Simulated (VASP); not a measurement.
A run of VASP 6.6.1:

Contents of INCAR:

```
SYSTEM = MgO
PREC = Accurate
ENCUT = 600
EDIFF = 1E-6
ISMEAR = 0
SIGMA = 0.02
LREAL = .FALSE.
LASPH = .TRUE.
NELM = 120
ALGO = Normal
ISIF = 2
LWAVE = .FALSE.
LCHARG = .FALSE.
GGA = PE
NBANDS = 11
GGA_COMPAT = .FALSE.
```

KPOINTS

```
Automatic mesh
0
G
  10 10 10
  0 0 0
```

The input POSCAR:

```
MgO
1.0
    0.0000000000      2.1269094259      2.1269094259
    2.1269094259      0.0000000000      2.1269094259
    2.1269094259      2.1269094259      0.0000000000
Mg O
1 1
Direct
    0.0000000000      0.0000000000      0.0000000000
    0.5000000000      0.5000000000      0.5000000000
```

Potentials or basis: VASP PAW PBE potentials, release 64 (Mg, O).

The run is started by

```console
$ cat potpaw_PBE.64/Mg/POTCAR potpaw_PBE.64/O/POTCAR > POTCAR
$ mpirun -np 1 vasp_std > vasp.out
```

Hardware: 1 thread of AMD EPYC 7R13, on a shared host.

Task: Estimate the wall time of this run.

Result: It took 25 s on 1 thread of AMD EPYC 7R13 (shared host), peak memory 0.11 GiB. Counts: scf iterations 11, k points 47.
